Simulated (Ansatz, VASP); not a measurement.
## Two plane-wave programs on MgB2

```
CELL_PARAMETERS angstrom
3.07052 0.00000 0.00000
-1.53526 2.65915 0.00000
0.00000 0.00000 3.50605
ATOMIC_POSITIONS crystal
Mg 0.00000 0.00000 0.00000
B 0.33333 0.66667 0.50000
B 0.66667 0.33333 0.50000
```

Alike in both runs: task electric field gradients; functional r2SCAN; k mesh 14 × 14 × 12; occupations gaussian, width 0.05 eV; no spin polarisation.

```csv
,VASP,Ansatz
version,VASP 6.6.1,Ansatz 0.2.0
potentials or method,"VASP PAW PBE potentials, release 64 (Mg, B), cutoff 520 eV","scalar-relativistic, plane waves, PAW"
valence electrons in the cell,8,16
```

|  | VASP | Ansatz | Ansatz less VASP |
| --- | --- | --- | --- |
| gap on the k mesh at the Fermi level (eV) | none | none | - |
| pressure (GPa) | -0.4 | 0.0 | +0.41 |
| traceless stress, the component that is largest in VASP (GPa) | -0.21 | 0.01 | +0.226 |
| size of Vzz on the site where it differs most (V/Å²) | 0.1 | 3.0 | +2.88 |

VASP's potentials were made for PBE, not for r2SCAN. A gap of «none» marks a metal or a gap that the smearing closes. VASP's potentials hold 8 valence electrons a cell and Ansatz's 16, so a difference there can come from the potentials and not from the codes.
